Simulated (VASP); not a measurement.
The system is Ta.

```
CELL_PARAMETERS angstrom
2.94867 0.00000 0.00000
-1.47433 2.55362 0.00000
0.00000 0.00000 4.81616
ATOMIC_POSITIONS crystal
Ta 0.33333 0.66667 0.75000
Ta 0.66667 0.33333 0.25000
```

* Program: VASP 6.6.1
* Task: relaxation of cell and atoms
* Functional: PBE
* Potentials or basis: VASP PAW PBE potentials, release 64 (Ta_pv)
* Cutoff: 600 eV
* k mesh: 8 × 8 × 4
* Occupations: gaussian, width 0.05 eV
* Spin: no spin polarisation

At the start: pressure 5.8 GPa; volume 18.13 Å³/atom.

Where does the relaxation end?

Over 8 steps the energy falls by 59.8 meV/atom and the volume is 18.73 Å³/atom (+3.3 %); space group P6_3/mmc (No. 194, to 0.05 Å).

The path:
| step | energy change (eV) | largest force (eV/Å) | pressure (GPa) | volume (Å³) |
| --- | --- | --- | --- | --- |
| 1 | 0.0000 | 0.0000 | 5.84 | 36.26 |
| 2 | -0.0396 | 0.0000 | -10.43 | 39.77 |
| 3 | -0.0847 | 0.0000 | -4.53 | 38.26 |
| 4 | -0.0883 | 0.0000 | 3.23 | 37.08 |
| 5 | -0.1189 | 0.0000 | -0.93 | 37.67 |
| 6 | -0.1189 | 0.0000 | -0.87 | 37.66 |
| 7 | -0.1189 | 0.0000 | 1.07 | 37.25 |
| 8 | -0.1196 | 0.0000 | 0.08 | 37.46 |

Final structure:
```yaml
crystal:
  lattice:
    - [2.90022, 0.00000, 0.00000]
    - [-1.45011, 2.51166, 0.00000]
    - [0.00000, 0.00000, 5.14208]
  atoms:
    - { symbol: Ta, position: [0.33333, 0.66667, 0.75000] }
    - { symbol: Ta, position: [0.66667, 0.33333, 0.25000] }
```
